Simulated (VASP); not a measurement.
# BeSe2 (P4/nmm) in VASP: further runs

The runs below take BeSe2 through relaxation of cell and atoms, with PBE.

All numbers are computed with VASP 6.6.1; they aren't measurements. Logs are shortened: lines on timing, memory, paths and dates and some standing lists are left out, and cuts for length are marked.

### Step 1. The cell of the first run

Symmetry: P4/nmm, No. 129, tetragonal system. The conventional cell has a = 3.697 Å, b = 3.697 Å, c = 10.461 Å, α = 90.00°, β = 90.00°, γ = 90.00°. Within 3.0 Å of Be (site symmetry -4m2) lie 4 Se at 2.27 Å and 4 Be at 2.61 Å. Se (site symmetry 4mm) has 4 Be at 2.27 Å within 3.0 Å. Se (site symmetry -4m2) has 4 Se at 2.61 Å within 3.4 Å.

### Step 2. Relaxation of cell and atoms, PBE

The input, INCAR:

```
SYSTEM = BeSe2
PREC = Accurate
ENCUT = 600
EDIFF = 1E-6
ISMEAR = 0
SIGMA = 0.1
LREAL = .FALSE.
LASPH = .TRUE.
NELM = 60
ALGO = Normal
ISIF = 3
LWAVE = .FALSE.
LCHARG = .FALSE.
GGA = PE
IBRION = 2
NSW = 100
EDIFFG = -0.01
```

The input, KPOINTS:

```
regular mesh
0
G
  8 8 4
  0 0 0
```

The input, POSCAR:

```
BeSe2
1.0
    3.6967153907      0.0000000000      0.0000000000
    0.0000000000      3.6967153907      0.0000000000
    0.0000000000      0.0000000000     10.4609373323
Be Se
2 4
Direct
    0.5000000000      0.5000000000      0.0000000000
    0.0000000000      0.0000000000      0.0000000000
    0.5000000000      0.0000000000      0.8732821196
    0.0000000000      0.5000000000      0.1267178804
    0.5000000000      0.5000000000      0.5000000000
    0.0000000000      0.0000000000      0.5000000000
```

Potentials or basis: VASP PAW PBE potentials, release 64 (Be, Se).

On the command line:

```console
$ cat potpaw_PBE.64/Be/POTCAR potpaw_PBE.64/Se/POTCAR > POTCAR
$ mpirun -np 1 vasp_std > vasp.out
```

OUTCAR:

```text
SYSTEM = BeSe2
   PREC = Accurate
   ENCUT = 600
   EDIFF = 1E-6
   ISMEAR = 0
   LREAL = .FALSE.
   LASPH = .TRUE.
   NELM = 60
   ISIF = 3
   GGA = PE
   IBRION = 2
   NSW = 100
   EDIFFG = -0.01

 ion  position               nearest neighbor table
   1  0.500  0.500  0.000-   3 2.27   4 2.27   3 2.27   4 2.27
   2  0.000  0.000  0.000-   3 2.27   4 2.27   4 2.27   3 2.27
   3  0.500  0.000  0.873-   1 2.27   2 2.27   1 2.27   2 2.27
   4  0.000  0.500  0.127-   1 2.27   2 2.27   2 2.27   1 2.27
   5  0.500  0.500  0.500-   6 2.61   6 2.61   6 2.61   6 2.61
   6  0.000  0.000  0.500-   5 2.61   5 2.61   5 2.61   5 2.61

  LATTYP: Found a simple tetragonal cell.
 ALAT       =     3.6967153907
 C/A-ratio  =     2.8297924581

  Lattice vectors:

 A1 = (   3.6967153907,   0.0000000000,   0.0000000000)
 A2 = (   0.0000000000,   3.6967153907,   0.0000000000)
 A3 = (   0.0000000000,   0.0000000000,  10.4609373323)

Analysis of symmetry for initial positions (statically):
=====================================================================
 Subroutine PRICEL returns:
 Original cell was already a primitive cell.

 Routine SETGRP: Setting up the symmetry group for a
 simple tetragonal supercell.

 Subroutine GETGRP returns: Found 16 space group operations
 (whereof  8 operations were pure point group operations)
 out of a pool of 16 trial point group operations.

The static configuration has the point symmetry D_2d.
 The point group associated with its full space group is D_4h.

Analysis of symmetry for dynamics (positions and initial velocities):
=====================================================================
 Subroutine PRICEL returns:
 Original cell was already a primitive cell.

 Routine SETGRP: Setting up the symmetry group for a
 simple tetragonal supercell.

 Subroutine GETGRP returns: Found 16 space group operations
 (whereof  8 operations were pure point group operations)
 out of a pool of 16 trial point group operations.

The dynamic configuration has the point symmetry D_2d.
 The point group associated with its full space group is D_4h.

 Subroutine INISYM returns: Found 16 space group operations
 (whereof  8 operations are pure point group operations),
 and found     1 'primitive' translations

----------------------------------------------------------------------------------------

                                     Primitive cell

  volume of cell :     142.9561

  direct lattice vectors                    reciprocal lattice vectors
     3.696715391  0.000000000  0.000000000     0.270510411  0.000000000  0.000000000
     0.000000000  3.696715391  0.000000000     0.000000000  0.270510411  0.000000000
     0.000000000  0.000000000 10.460937332     0.000000000  0.000000000  0.095593728

  length of vectors
     3.696715391  3.696715391 10.460937332     0.270510411  0.270510411  0.095593728

  position of ions in fractional coordinates (direct lattice)
     0.500000000  0.500000000  0.000000000
     0.000000000  0.000000000  0.000000000
     0.500000000  0.000000000  0.873282120
     0.000000000  0.500000000  0.126717880
     0.500000000  0.500000000  0.500000000
     0.000000000  0.000000000  0.500000000

  ion indices of the primitive-cell ions
   primitive index   ion index
                 1           1
                 2           2
                 3           3
                 4           4
                 5           5
                 6           6

----------------------------------------------------------------------------------------

 KPOINTS: regular mesh

Automatic generation of k-mesh.
 Grid dimensions read from file:
 generate k-points for:    8    8    4

 Generating k-lattice:

  Cartesian coordinates                     Fractional coordinates (reciprocal lattice)
     0.033813801  0.000000000  0.000000000     0.125000000  0.000000000  0.000000000
     0.000000000  0.033813801  0.000000000     0.000000000  0.125000000  0.000000000
     0.000000000  0.000000000  0.023898432     0.000000000  0.000000000  0.250000000

  Length of vectors
     0.033813801  0.033813801  0.023898432

  Shift w.r.t. Gamma in fractional coordinates (k-lattice)
     0.000000000  0.000000000  0.000000000

 Subroutine IBZKPT returns following result:
 ===========================================

 Found     45 irreducible k-points:

 Following reciprocal coordinates:
            Coordinates               Weight
  0.000000  0.000000  0.000000      1.000000
  0.125000  0.000000  0.000000      4.000000
  0.250000  0.000000  0.000000      4.000000
  0.375000  0.000000  0.000000      4.000000
  0.500000  0.000000  0.000000      2.000000
  0.125000  0.125000  0.000000      4.000000
[... 16 lines left out ...]
  0.375000  0.125000  0.250000     16.000000
  0.500000  0.125000  0.250000      8.000000
 [... further k-points ...]
   k-points           NKPTS =     45   k-points in BZ     NKDIM =     45   number of bands    NBANDS=     18
   number of dos      NEDOS =    301   number of ions     NIONS =      6
   total plane-waves  NPLWV =  75600
   dimension x,y,z NGX =    30 NGY =   30 NGZ =   84
   dimension x,y,z NGXF=    60 NGYF=   60 NGZF=  168
   ions per type =               2   4
   NGX,Y,Z   is equivalent  to a cutoff of  13.49, 13.49, 13.35 a.u.
   NGXF,Y,Z  is equivalent  to a cutoff of  26.98, 26.98, 26.70 a.u.
 SYSTEM =  BeSe2
   PREC   = accura    normal or accurate (medium, high low for compatibility)
   ISTART =      0    job   : 0-new  1-cont  2-samecut
   ICHARG =      2    charge: 1-file 2-atom 10-const
   ISPIN  =      1    spin polarized calculation?
   LNONCOLLINEAR =      F non collinear calculations
   LSORBIT =      F    spin-orbit coupling
   LASPH  =      T    aspherical Exc in radial PAW
   ENCUT  =  600.0 eV  44.10 Ry    6.64 a.u.   7.38  7.38 20.89*2*pi/ulx,y,z
   NELM   =     60;   NELMIN=  2; NELMDL= -5     # of ELM steps
   EDIFF  = 0.1E-05   stopping-criterion for ELM
   LREAL  =      F    real-space projection
   EDIFFG = -.1E-01   stopping-criterion for IOM
   NSW    =    100    number of steps for IOM
   IBRION =      2    ionic relax: 0-MD 1-quasi-New 2-CG
   NFREE  =      1    steps in history (QN), initial steepest desc. (CG)
   ISIF   =      3    stress and relaxation
   ISYM   =      2    0-nonsym 1-usesym 2-fastsym
   POTIM  = 0.5000    time-step for ionic-motion
   TEBEG  =    0.0;   TEEND  =   0.0 temperature during run
   PSTRESS=    0.0 pullay stress
   NELECT =      28.0000    total number of electrons
   NUPDOWN=      -1.0000    fix difference up-down
   EMIN   =  10.00;   EMAX   =-10.00  energy-range for DOS
   EFERMI =   0.00;   METHOD = LEGACY
   ISMEAR =     0;   SIGMA  =   0.10  broadening in eV -4-tet -1-fermi 0-gaus
   EFERMI_NEDOS =   21; number of points for ismear=-14 and -15
   IALGO  =     38    algorithm
   IMIX   =      4    mixing-type and parameters
     AMIX     =   0.40;   BMIX     =  1.00
     AMIX_MAG =   1.60;   BMIX_MAG =  1.00
  volume/ion in A,a.u.               =      23.83       160.79
  Fermi-wavevector in a.u.,A,eV,Ry     =   0.950736  1.796631 12.298293  0.903899
  Thomas-Fermi vector in A             =   2.079141
   LORBIT       =      0    0 simple, 1 ext, 2 COOP (PROOUT), +10 PAW based schemes
   GGA     = PE    functional components
   LHFCALC =     F    Hartree Fock is set to
   AEXX    =    0.0000 exact exchange contribution
   IVDW    =     0    specifies the selected vdW correction
   LEPSILON=     F    determine dielectric tensor
   LRPA    =     F    only Hartree local field effects (RPA)
 conjugate gradient relaxation of ions
 non-spin polarized calculation
 Gauss-broadening in eV      SIGMA  =   0.10
  energy-cutoff  :      600.00
  volume of cell :      142.96
 maximum number of plane-waves:      4825
 NGX is ok and might be reduce to    30
   NGX = 15   NGY = 15   NGZ = 41

--------------------------------------- Ionic step        1  -------------------------------------------

 number of electron      28.0000001 magnetization

 Free energy of the ion-electron system (eV)
  ---------------------------------------------------
  ext. energy  EPLUGINS =         0.00000000
  ---------------------------------------------------
  free energy    TOTEN  =       -23.87814994 eV

  energy without entropy =      -23.86885663  energy(sigma->0) =      -23.87350329

------------------------ aborting loop because EDIFF is reached ----------------------------------------

  FORCE on cell =-STRESS in cart. coord.  units (eV):
  Direction    XX          YY          ZZ          XY          YZ          ZX
  --------------------------------------------------------------------------------------
  -------------------------------------------------------------------------------------
  Total        0.0787628      0.0787628      0.6429966      0.0000000      0.0000000      0.0000000
  in kB        0.8827321      0.8827321      7.2063710      0.0000000      0.0000000      0.0000000
  external PRESSURE =       2.9906117 kB  Pullay stress =       0.0000000 kB
[... 101 lines left out ...]
  FREE ENERGIE OF THE ION-ELECTRON SYSTEM (eV)
  ---------------------------------------------------
  free  energy   TOTEN  =       -23.8805926933 eV

  energy  without entropy=      -23.8713719637  energy(sigma->0) =      -23.87598233

[... ionic steps 4 to 14 ...]

--------------------------------------- Ionic step       15  -------------------------------------------

 number of electron      28.0000002 magnetization

------------------------ aborting loop because EDIFF is reached ----------------------------------------
[... 75 lines left out ...]
--------------------------------------- Ionic step       17  -------------------------------------------

 number of electron      28.0000002 magnetization

 Free energy of the ion-electron system (eV)
  ---------------------------------------------------
  ext. energy  EPLUGINS =         0.00000000
  ---------------------------------------------------
  free energy    TOTEN  =       -23.89621949 eV

  energy without entropy =      -23.88689936  energy(sigma->0) =      -23.89155942

 E-fermi :   1.2194     XC(G=0):  -7.7815

 val. band max:        1.1761571127   @ k =   0.3750   0.0000   0.0000
 cond. band min:       1.4881082921   @ k =   0.2500   0.1250   0.0000
 fundamental gap:      0.3119511794
 Fermi energy:         1.2193657290

 k-point     1 :       0.0000    0.0000    0.0000
  band No.  band energies     occupation
      1     -14.3217      2.00000
      2     -12.5098      2.00000
      3     -11.2688      2.00000
      4      -7.8843      2.00000
      5      -2.9625      2.00000
      6      -2.9625      2.00000
[... 481 lines left out ...]
      5      -4.0021      2.00000
      6      -4.0021      2.00000
[... 10 lines left out ...]
     17       6.1653      0.00000
     18       6.1653      0.00000

 [... further k-points ...]

------------------------ aborting loop because EDIFF is reached ----------------------------------------

  FORCE on cell =-STRESS in cart. coord.  units (eV):
  Direction    XX          YY          ZZ          XY          YZ          ZX
  --------------------------------------------------------------------------------------
  -------------------------------------------------------------------------------------
  Total        0.0353608      0.0353608      0.0037401      0.0000000      0.0000000      0.0000000
  in kB        0.3617910      0.3617910      0.0382666      0.0000000      0.0000000      0.0000000
  external PRESSURE =       0.2539495 kB  Pullay stress =       0.0000000 kB
[... 21 lines left out ...]
  FREE ENERGIE OF THE ION-ELECTRON SYSTEM (eV)
  ---------------------------------------------------
  free  energy   TOTEN  =       -23.8962194872 eV

  energy  without entropy=      -23.8868993614  energy(sigma->0) =      -23.89155942

 reached required accuracy - stopping structural energy minimisation
```

It took 16 min on 1 thread of Intel Xeon Platinum 8375C at 2.90GHz (Ice Lake), shared host; peak memory 0.35 GiB.

Results:

```
Free energy                            : -23.8962 eV
Relaxed volume                         : 26.10 Å³/atom
Relaxed cell                           : a = 3.694 Å, b = 3.694 Å, c = 11.474 Å, α = 90.00°, β = 90.00°, γ = 90.00°
Space group after relaxing (to 0.05 Å) : P4/nmm (No. 129)
Energy gained by relaxing              : 3.0 meV/atom
Ionic steps                            : 17
Pressure after relaxing                : 0.0 GPa
Largest force after relaxing           : 0.009 eV/Å
Band gap on the k mesh                 : zero (band 14 reaches 2.66 eV, above the bottom of band 15 at 0.52 eV)
```

Forces on the atoms (eV/Å):
```
Be   0.000  0.000  0.000
Be   0.000  0.000  0.000
Se   0.000  0.000  0.009
Se   0.000  0.000 -0.009
Se   0.000  0.000  0.000
Se   0.000  0.000  0.000
```

The path:
| step | energy change (eV) | largest force (eV/Å) | pressure (GPa) | volume (Å³) |
| --- | --- | --- | --- | --- |
| 1 | 0.0000 | 0.0757 | 0.30 | 142.96 |
| 2 | -0.0024 | 0.0553 | -0.02 | 143.88 |
| 3 | -0.0024 | 0.0902 | -0.11 | 144.13 |
| 4 | -0.0039 | 0.0981 | 0.03 | 144.25 |
| 5 | -0.0046 | 0.1083 | 0.21 | 144.40 |
| 6 | -0.0060 | 0.0967 | 0.20 | 144.90 |
| 7 | -0.0095 | 0.0596 | 0.18 | 146.41 |
| 8 | -0.0140 | 0.0187 | 0.16 | 149.44 |
| 9 | -0.0140 | 0.1960 | 0.19 | 155.55 |
| 10 | -0.0152 | 0.1336 | 0.18 | 153.21 |
| 11 | -0.0167 | 0.0701 | 0.00 | 154.64 |
| 12 | -0.0172 | 0.0031 | -0.18 | 156.19 |
| 13 | -0.0179 | 0.0109 | -0.07 | 156.43 |
| 14 | -0.0180 | 0.0195 | 0.00 | 156.57 |
| 15 | -0.0180 | 0.0206 | 0.01 | 156.59 |
| 16 | -0.0180 | 0.0194 | 0.00 | 156.58 |
| 17 | -0.0181 | 0.0091 | 0.03 | 156.59 |

Final structure:
```cif
data_structure
_symmetry_space_group_name_H-M 'P 1'
_symmetry_Int_Tables_number 1
_cell_length_a 3.6943
_cell_length_b 3.6943
_cell_length_c 11.4738
_cell_angle_alpha 90.000
_cell_angle_beta 90.000
_cell_angle_gamma 90.000
_cell_volume 156.59
loop_
_atom_site_label
_atom_site_type_symbol
_atom_site_fract_x
_atom_site_fract_y
_atom_site_fract_z
_atom_site_occupancy
Be1 Be 0.50000 0.50000 0.00000 1
Be2 Be 0.00000 0.00000 0.00000 1
Se1 Se 0.50000 0.00000 0.88355 1
Se2 Se 0.00000 0.50000 0.11645 1
Se3 Se 0.50000 0.50000 0.50000 1
Se4 Se 0.00000 0.00000 0.50000 1
```

Caveat: this functional lacks dispersion, which binds the layers, so the pressure and a relaxed spacing across them are unreliable.

### Step 3. Relaxation of cell and atoms, PBE

This run uses another cell than the first one, of 26.09 Å³/atom, 1.095 times its volume.

The input, INCAR:

```
PREC = Accurate
ENCUT = 600
EDIFF = 1E-6
ISMEAR = 0
SIGMA = 0.1
LREAL = F
LASPH = T
NELM = 80
ALGO = Normal
ISIF = 3
LWAVE = F
LCHARG = F
GGA = PE
IBRION = 2
NSW = 100
EDIFFG = -0.01
```

The input, KPOINTS:

```
regular mesh
0
Gamma
  8 8 4
```

The input, POSCAR:

```
BeSe2
1.0
    3.6940328848      0.0000000000      0.0000000000
    0.0000000000      3.6940328848      0.0000000000
    0.0000000000      0.0000000000     11.4721180269
Be Se
2 4
Direct
    0.5000000000      0.5000000000      0.0000000000
    0.0000000000      0.0000000000      0.0000000000
    0.5000000000      0.0000000000      0.8838304630
    0.0000000000      0.5000000000      0.1161695370
    0.5000000000      0.5000000000      0.5000000000
    0.0000000000      0.0000000000      0.5000000000
```

Potentials or basis: VASP PAW PBE potentials, release 64 (Be, Se).

On the command line:

```console
$ cat potpaw_PBE.64/Be/POTCAR potpaw_PBE.64/Se/POTCAR > POTCAR
$ mpirun -np 1 vasp_std > vasp.out
```

Wall time 2.7 min (1 thread of Intel Xeon Platinum 8375C at 2.90GHz (Ice Lake), shared host); peak memory 0.38 GiB.

It converged, with:

```yaml
Free_energy: -23.8965 eV
Relaxed_volume: 26.15 Å³/atom
Relaxed_cell: a = 3.697 Å, b = 3.697 Å, c = 11.482 Å, α = 90.00°, β = 90.00°, γ = 90.00°
Space_group_after_relaxing_to_0.05_Å: P4/nmm (No. 129)
Energy_gained_by_relaxing: 0.0 meV/atom
Ionic_steps: 2
Pressure_after_relaxing: 0.0 GPa
Largest_force_after_relaxing: 0.010 eV/Å
Band_gap_on_the_k_mesh: zero (band 14 reaches 2.65 eV, above the bottom of band 15 at 0.50 eV)
```

Forces on the atoms (eV/Å):
```
Be   0.000  0.000  0.000
Be   0.000  0.000  0.000
Se   0.000  0.000  0.010
Se   0.000  0.000 -0.010
Se   0.000  0.000  0.000
Se   0.000  0.000  0.000
```

The path:
```tsv
step	energy change (eV)	largest force (eV/Å)	pressure (GPa)	volume (Å³)
1	0.0000	0.0328	0.10	156.55
2	-0.0001	0.0099	-0.04	156.91
```

Final structure:
```xyz
6
Lattice="3.6967 0.0000 0.0000 0.0000 3.6967 0.0000 0.0000 0.0000 11.4821" Properties=species:S:1:pos:R:3 pbc="T T T"
Be    1.8483    1.8483    0.0000
Be    3.6967    0.0000    0.0000
Se    1.8483    0.0000   10.1467
Se    3.6967    1.8483    1.3355
Se    1.8483    1.8483    5.7411
Se    3.6967    0.0000    5.7411
```

Levels at points of the mesh, in eV from the Fermi level:
| k point | band 10 | band 11 | band 12 | band 13 | band 14 | band 15 | band 16 | band 17 | band 18 |
| --- | --- | --- | --- | --- | --- | --- | --- | --- | --- |
| (0.00, 0.00, 0.00) | -3.10 | -1.33 | -0.53 | -0.53 | 1.44 | 2.57 | 3.40 | 3.64 | 4.22 |
| (0.50, 0.00, 0.00) | -1.68 | -1.53 | -1.53 | -1.49 | -1.49 | -0.70 | -0.70 | 4.14 | 4.14 |
| (0.50, 0.50, 0.00) | -3.25 | -3.00 | -3.00 | -1.06 | -1.06 | 3.75 | 3.75 | 5.19 | 5.19 |
| (0.00, 0.00, 0.50) | -3.10 | -1.43 | -0.53 | -0.53 | 1.44 | 2.56 | 3.40 | 4.22 | 4.23 |
| (0.50, 0.00, 0.50) | -1.57 | -1.53 | -1.53 | -1.49 | -1.49 | -0.70 | -0.70 | 4.12 | 4.12 |
| (0.50, 0.50, 0.50) | -3.25 | -3.00 | -3.00 | -1.07 | -1.07 | 3.70 | 3.70 | 5.28 | 5.28 |

Caveat: this functional lacks dispersion, which binds the layers, so the pressure and a relaxed spacing across them are unreliable.
